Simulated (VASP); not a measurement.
# BaHfO3 (Pm-3m) in VASP: a series of runs, part 2 of 3

VASP 6.6.1.

### Step 5. Single point, PBE

Input file INCAR:

```
SYSTEM = BaHfO3
ALGO = Normal ; EDIFF = 1E-6
ENCUT = 520 ; GGA = PE
ISIF = 2 ; ISMEAR = 1
LASPH = .True. ; LCHARG = .True.
LELF = .True. ; LREAL = .False.
LVHAR = .True. ; LWAVE = .False.
NBANDS = 27 ; NELM = 60
PREC = Accurate ; SIGMA = 0.001
```

Input file KPOINTS:

```
k-points
0
Gamma
  4 4 4
  0 0 0
```

Input file POSCAR:

```
BaHfO3
1.0
    4.1770517754      0.0000000000      0.0000000000
    0.0000000000      4.1770517754      0.0000000000
    0.0000000000      0.0000000000      4.1770487585
Ba Hf O
1 1 3
Direct
    0.5000000000      0.5000000000      0.9979971537
    0.0000000000      0.0000000000      0.4979944541
    0.0000000000      0.5000000000      0.4980131360
    0.5000000000      0.0000000000      0.4980131360
    0.0000000000      0.0000000000      0.9980039101
```

Started as:

```console
cat potpaw_PBE.64/Ba_sv/POTCAR potpaw_PBE.64/Hf_pv/POTCAR potpaw_PBE.64/O/POTCAR > POTCAR
mpirun -np 1 vasp_std > vasp.out
```

It took 32 s on 1 thread of Intel Xeon 6975P-C, shared host; peak memory 0.19 GiB.

The run converged. Its results:

- Free energy: -43.5364 eV
- Pressure: 2.9 GPa
- Band gap on the k mesh: 3.57 eV, indirect (least direct gap 3.79 eV)

Levels at points of the mesh, in eV from the valence-band top:
```tsv
k point	band 15	band 16	band 17	band 18	band 19	band 20	band 21	band 22	band 23	band 24
(0.00, 0.00, 0.00)	-0.97	-0.97	-0.22	-0.22	-0.22	3.57	3.57	3.57	4.69	4.69
(0.50, 0.00, 0.00)	-1.72	-1.72	-1.68	-0.53	-0.53	4.13	6.34	6.34	6.49	6.76
(0.00, 0.00, 0.50)	-1.72	-1.72	-1.68	-0.53	-0.53	4.13	6.34	6.34	6.49	6.76
(0.50, 0.50, 0.00)	-2.41	-1.02	-0.93	-0.93	-0.08	6.23	6.23	6.58	6.90	8.07
(0.00, 0.50, 0.50)	-2.41	-1.02	-0.93	-0.93	-0.08	6.23	6.23	6.58	6.90	8.07
(0.50, 0.50, 0.50)	-2.52	-2.52	0.00	0.00	0.00	6.02	6.02	6.02	7.80	7.80
```

Caveat: spin-orbit coupling is left out, which moves the levels of the heavy elements. A k mesh can miss the band edges.

### Step 6. Single point, PBE

Input file INCAR:

```
SYSTEM = BaHfO3
PREC = Accurate
ENCUT = 520
EDIFF = 1E-6
ISMEAR = 1
SIGMA = 0.2
LREAL = .False.
LASPH = .True.
NELM = 100
ALGO = Normal
ISIF = 2
LWAVE = .False.
LCHARG = .False.
GGA = PE
NBANDS = 27
```

Input file KPOINTS:

```
Automatic mesh
0
Gamma
  4 4 4
  0 0 0
```

POSCAR is that of step 5.

Potentials or basis: VASP PAW PBE potentials, release 64 (Ba_sv, Hf_pv, O).

Started as:

```console
cat potpaw_PBE.64/Ba_sv/POTCAR potpaw_PBE.64/Hf_pv/POTCAR potpaw_PBE.64/O/POTCAR > POTCAR
mpirun -np 1 vasp_std > vasp.out
```

OUTCAR:

```text
SYSTEM = BaHfO3
   PREC = Accurate
   ENCUT = 520
   EDIFF = 1E-6
   ISMEAR = 1
   LREAL = .False.
   LASPH = .True.
   NELM = 100
   ISIF = 2
   GGA = PE

 ion  position               nearest neighbor table
   1  0.500  0.500  0.998-   3 2.95   4 2.95   4 2.95   3 2.95   5 2.95   5 2.95   5 2.95   5 2.95
                             3 2.95   4 2.95   4 2.95   3 2.95   2 3.62   2 3.62   2 3.62   2 3.62
   2  0.000  0.000  0.498-   5 2.09   4 2.09   3 2.09   3 2.09   4 2.09   5 2.09   1 3.62   1 3.62
                             1 3.62   1 3.62   1 3.62   1 3.62   1 3.62   1 3.62
   3  0.000  0.500  0.498-   2 2.09   2 2.09   1 2.95   1 2.95   1 2.95   1 2.95
   4  0.500  0.000  0.498-   2 2.09   2 2.09   1 2.95   1 2.95   1 2.95   1 2.95
   5  0.000  0.000  0.998-   2 2.09   2 2.09   1 2.95   1 2.95   1 2.95   1 2.95

  LATTYP: Found a simple cubic cell.
 ALAT       =     4.1770517754

  Lattice vectors:

 A1 = (   4.1770517754,   0.0000000000,   0.0000000000)
 A2 = (   0.0000000000,   4.1770517754,   0.0000000000)
 A3 = (   0.0000000000,   0.0000000000,   4.1770487585)

Analysis of symmetry for initial positions (statically):
=====================================================================
 Subroutine PRICEL returns:
 Original cell was already a primitive cell.

 Routine SETGRP: Setting up the symmetry group for a
 simple cubic supercell.

 Subroutine GETGRP returns: Found  8 space group operations
 (whereof  8 operations were pure point group operations)
 out of a pool of 48 trial point group operations.

The static configuration has the point symmetry C_4v.

Analysis of symmetry for dynamics (positions and initial velocities):
=====================================================================
 Subroutine PRICEL returns:
 Original cell was already a primitive cell.
[... 124 lines left out ...]
   IALGO  =     38    algorithm
   IMIX   =      4    mixing-type and parameters
     AMIX     =   0.40;   BMIX     =  1.00
     AMIX_MAG =   1.60;   BMIX_MAG =  1.00
  volume/ion in A,a.u.               =      14.58        98.36
  Fermi-wavevector in a.u.,A,eV,Ry     =   1.317649  2.489995 23.622406  1.736198
  Thomas-Fermi vector in A             =   2.447675
   LORBIT       =      0    0 simple, 1 ext, 2 COOP (PROOUT), +10 PAW based schemes
   GGA     = PE    functional components
   LHFCALC =     F    Hartree Fock is set to
   AEXX    =    0.0000 exact exchange contribution
   IVDW    =     0    specifies the selected vdW correction
   LEPSILON=     F    determine dielectric tensor
   LRPA    =     F    only Hartree local field effects (RPA)
 non-spin polarized calculation
 Methfessel and Paxton  Order N= 1 SIGMA  =   0.20
  energy-cutoff  :      520.00
  volume of cell :       72.88
 maximum number of plane-waves:      1986
 NGX is ok and might be reduce to    32
   NGX = 15   NGY = 15   NGZ = 15

 number of electron      38.0000004 magnetization

 Free energy of the ion-electron system (eV)
  ---------------------------------------------------
  ext. energy  EPLUGINS =         0.00000000
  ---------------------------------------------------
  free energy    TOTEN  =       -43.53428944 eV

  energy without entropy =      -43.53713797  energy(sigma->0) =      -43.53523895

 E-fermi :   2.5745     XC(G=0): -10.8234

 val. band max:        2.4427744840   @ k =   0.5000   0.5000   0.5000
 cond. band min:       6.0141433763   @ k =   0.0000   0.0000   0.0000
 fundamental gap:      3.5713688923
 Fermi energy:         2.5745351609

 k-point     1 :       0.0000    0.0000    0.0000
  band No.  band energies     occupation
      1     -26.3624      2.00000
      2     -26.3624      2.00000
      3     -26.3624      2.00000
      4     -22.8194      2.00000
      5     -14.2296      2.00000
      6     -13.6932      2.00000
[... 529 lines left out ...]
     26      11.6802      0.00000
     27      11.6802      0.00000

------------------------ aborting loop because EDIFF is reached ----------------------------------------

  FORCE on cell =-STRESS in cart. coord.  units (eV):
  Direction    XX          YY          ZZ          XY          YZ          ZX
  --------------------------------------------------------------------------------------
  -------------------------------------------------------------------------------------
  Total        1.3082470      1.3082470      1.3086853      0.0000000     -0.0000000      0.0000000
  in kB       28.7601459     28.7601459     28.7697796      0.0000000     -0.0000000      0.0000000
  external PRESSURE =      28.7633571 kB  Pullay stress =       0.0000000 kB

 VOLUME and BASIS-vectors are now :
 -----------------------------------------------------------------------------
  energy-cutoff  :      520.00
  volume of cell :       72.88
      direct lattice vectors                 reciprocal lattice vectors
     4.177051775  0.000000000  0.000000000     0.239403305  0.000000000  0.000000000
     0.000000000  4.177051775  0.000000000     0.000000000  0.239403305  0.000000000
     0.000000000  0.000000000  4.177048758     0.000000000  0.000000000  0.239403478

 POSITION                                       TOTAL-FORCE (eV/Angst)
 -----------------------------------------------------------------------------------
      2.08853      2.08853      4.16868         0.000000      0.000000      0.000029
      0.00000      0.00000      2.08015         0.000000     -0.000000      0.000288
      0.00000      2.08853      2.08023         0.000000      0.000000     -0.000187
      2.08853      0.00000      2.08023        -0.000000     -0.000000     -0.000187
      0.00000      0.00000      4.16871         0.000000     -0.000000      0.000057
 -----------------------------------------------------------------------------------
    total drift:                                0.000000     -0.000000     -0.000010

  FREE ENERGIE OF THE ION-ELECTRON SYSTEM (eV)
  ---------------------------------------------------
  free  energy   TOTEN  =       -43.5342894371 eV

  energy  without entropy=      -43.5371379698  energy(sigma->0) =      -43.53523895
```

Wall time 28 s (1 thread of Intel Xeon 6975P-C, shared host); peak memory 0.2 GiB.

Results:

| Property | Result |
| --- | --- |
| Free energy | -43.5343 eV |
| Pressure | 2.9 GPa |
| Band gap on the k mesh | 3.57 eV, indirect (least direct gap 3.79 eV) |

Caveat: spin-orbit coupling is left out, which moves the levels of the heavy elements. A k mesh can miss the band edges.

(Continued in part 3 of 3.)
